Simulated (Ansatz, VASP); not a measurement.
## Two plane-wave programs on Te

```
Te
1.0
     3.18850   -4.50236    0.00000
     3.18850    4.50236    0.00000
     0.00000    0.00000    4.56733
Te
4
Direct
  0.62500 0.37500 0.75004
  0.12500 0.87500 0.74996
  0.37500 0.62500 0.24996
  0.87500 0.12500 0.25004
```

Alike in both runs: functional PBE; k mesh 10 × 10 × 8; occupations gaussian, width 0.1 eV; no spin polarisation.

Ansatz relaxed the structure, and its values are those at the end. VASP's run is a single point on that final structure, the one shown.

```csv
,VASP,Ansatz
version,VASP 6.6.1,Ansatz 0.2.0
potentials or method,"VASP PAW PBE potentials, release 64 (Te), cutoff 500 eV","scalar-relativistic, plane waves, PAW"
valence electrons in the cell,24,64
```

```csv
,VASP,Ansatz,Ansatz less VASP
gap on the k mesh at the Fermi level (eV),none,none,-
pressure (GPa),0.0,0.0,+0.04
```

A gap of «none» marks a metal or a gap that the smearing closes. With one functional, cell and mesh, what is left measures potentials, basis and numerics. VASP's potentials hold 24 valence electrons a cell and Ansatz's 64, so a difference there can come from the potentials and not from the codes.

Spin-orbit coupling is off throughout.
